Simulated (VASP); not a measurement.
Wanted: the native input for a VASP 6.6.1 run.

```yaml
Task: single point
Functional: PBE
Dispersion: D3(BJ)
Potentials_or_basis: VASP PAW PBE potentials, release 64 (Ta_pv, Cu)
Cutoff: 520 eV
k_mesh: 4 × 4 × 1
Occupations: gaussian, width 0.1 eV
Spin: no spin polarisation
Dipole_correction: yes
Further_INCAR_settings: LREAL = Auto; ALGO = Normal; EDIFF = 1e-06; NBANDS = 108
```

The structure of Ta16Cu lies in POSCAR:

```
Ta16Cu
1.0
    6.5699959905      0.0000000000      0.0000000000
    0.0000000000      6.5699959905      0.0000000000
    0.0000000000      0.0000000000     21.9099229040
Ta Cu
16 1
Direct
    0.2500000000      0.2500000000      0.1825656812
    0.2500000000      0.7500000000      0.1825656812
    0.7500000000      0.2500000000      0.1825656812
    0.7500000000      0.7500000000      0.1825656812
    0.0000000000      0.0000000000      0.2575316683
    0.0000000000      0.5000000000      0.2575316683
    0.5000000000      0.0000000000      0.2575316683
    0.5000000000      0.5000000000      0.2575316683
    0.2500000000      0.2500000000      0.3326484497
    0.2500000000      0.7500000000      0.3326484497
    0.7500000000      0.2500000000      0.3326484497
    0.7500000000      0.7500000000      0.3326484497
    0.0000000000      0.0000000000      0.4020973941
    0.0000000000      0.5000000000      0.4020973941
    0.5000000000      0.0000000000      0.4020973941
    0.5000000000      0.5000000000      0.4020973941
    0.0000000000      0.0000000000      0.5435857970
```

One way to write it, as run:

INCAR

```
SYSTEM = Ta16Cu
  ALGO = Normal
  DIPOL = 0.5 0.5 0.308
  EDIFF = 1E-6
  ENCUT = 520
  GGA = PE
  IDIPOL = 3
  ISIF = 2
  ISMEAR = 0
  IVDW = 12
  LASPH = .TRUE.
  LCHARG = .FALSE.
  LDIPOL = .TRUE.
  LREAL = Auto
  LWAVE = .FALSE.
  NBANDS = 108
  NELM = 60
  PREC = Accurate
  SIGMA = 0.1
```

KPOINTS

```
k-points
0
G
  4 4 1
  0 0 0
```

Potentials or basis: VASP PAW PBE potentials, release 64 (Ta_pv, Cu).

Launch:

```sh
$ cat potpaw_PBE.64/Ta_pv/POTCAR potpaw_PBE.64/Cu/POTCAR > POTCAR
$ mpirun -np 1 vasp_std > vasp.out
```

It gave:

* Largest force: 1.395 eV/Å
* Band gap on the k mesh: zero (an odd number of electrons rules out a gap without spin polarisation)
* Dispersion energy per atom: -0.400 eV

Caveat: spin-orbit coupling is left out, which moves the levels of the heavy elements.

Wall time 64 min on 1 thread of Intel Xeon 8259CL, on a shared host, peak memory 1 GiB.
